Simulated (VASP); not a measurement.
F, 1 atom in the cell. It takes space group Fm-3m (No. 225, cubic). The conventional cell has a = 2.552 Å, b = 2.552 Å, c = 2.552 Å, α = 90.00°, β = 90.00°, γ = 90.00°. F (site symmetry m-3m) has 12 F at 1.80 Å within 2.4 Å.  This cell differs from its parent crystal: volume scaled by 0.45.

```yaml
Program: VASP 6.6.1
Task: density of states
Functional: PBEsol
Potentials_or_basis: VASP PAW PBE potentials, release 64 (F)
Cutoff: 520 eV
k_mesh: 19 × 19 × 19
Occupations: fermi-dirac, width 0.08 eV
Spin: no spin polarisation
Dipole_correction: no
k_mesh_for_the_DOS: 29 × 29 × 29
Occupations_for_the_DOS: tetrahedron
Further_INCAR_settings: ALGO = Normal; EDIFF = 1e-07
```

Potentials or basis: VASP PAW PBE potentials, release 64 (F).

Run with:

```bash
$ cat potpaw_PBE.64/F/POTCAR > POTCAR
$ cp INCAR.step1 INCAR
$ cp KPOINTS.step1 KPOINTS
$ mpirun -np 1 vasp_std > vasp.out
$ cp INCAR.step2 INCAR
$ cp KPOINTS.step2 KPOINTS
$ mpirun -np 1 vasp_std > vasp.out
```

Hardware: 1 thread of Intel(R) Xeon(R) Platinum 8259CL CPU @ 2.50GHz (Skylake/Cascade Lake) (shared host).

Q: Estimate the wall time of this run.

A: Run time: 18 s on 1 thread of Intel(R) Xeon(R) Platinum 8259CL CPU @ 2.50GHz (Skylake/Cascade Lake), with other jobs on the host, peak memory 0.12 GiB. Counts: k points 680.
